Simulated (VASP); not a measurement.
Set up this calculation in VASP 6.6.1, as the native input.

```
Task                   : relaxation of cell and atoms
Functional             : PBE
Potentials or basis    : VASP PAW PBE potentials, release 64 (Cu, Ni)
Cutoff                 : 600 eV
k mesh                 : 10 × 10 × 10
Occupations            : gaussian, width 0.1 eV
Spin                   : no spin polarisation
Dipole correction      : no
Further INCAR settings : ALGO = Fast; EDIFF = 1e-06; IBRION = 2; EDIFFG = -0.01; NSW = 100; ISIF = 3
```

The structure of CuNi2 lies in POSCAR:

```
CuNi2
1.0
    0.0000000000      3.2771424995      3.2771424995
    3.2771424995      0.0000000000      3.2771424995
    3.2771424995      3.2771424995      0.0000000000
Cu Ni
2 4
Direct
    0.5000000000      0.5000000000      0.5000000000
    0.7500000000      0.7500000000      0.7500000000
    0.1250000000      0.1250000000      0.1250000000
    0.6250000000      0.1250000000      0.1250000000
    0.1250000000      0.1250000000      0.6250000000
    0.1250000000      0.6250000000      0.1250000000
```

These files were run (other wordings do the same):

INCAR

```
PREC = Accurate
ENCUT = 600
EDIFF = 1E-6
ISMEAR = 0
SIGMA = 0.1
LREAL = False
LASPH = True
NELM = 100
ALGO = Fast
ISIF = 3
LWAVE = False
LCHARG = False
GGA = PE
IBRION = 2
NSW = 100
EDIFFG = -0.01
```

KPOINTS

```
regular mesh
0
Gamma
  10 10 10
```

Potentials or basis: VASP PAW PBE potentials, release 64 (Cu, Ni).

Command:

```console
$ cat potpaw_PBE.64/Cu/POTCAR potpaw_PBE.64/Ni/POTCAR > POTCAR
$ mpirun -np 1 vasp_std > vasp.out
```

Results of the run:

```json
{
 "Relaxed volume": "11.75 Å³/atom",
 "Relaxed cell": "a = 4.637 Å, b = 4.637 Å, c = 4.637 Å, α = 60.00°, β = 60.00°, γ = 60.00°",
 "Space group after relaxing (to 0.1 Å)": "Fd-3m (No. 227)",
 "Energy gained by relaxing": "0.0 meV/atom",
 "Ionic steps": "3",
 "Pressure after relaxing": "0.0 GPa",
 "Band gap on the k mesh": "zero (bands 31 and 32 overlap by 0.88 eV)"
}
```

It took 4.4 min on 1 thread of AMD EPYC 9R45 96-Core Processor (Zen 5), with other jobs on the host, peak memory 0.3 GiB.
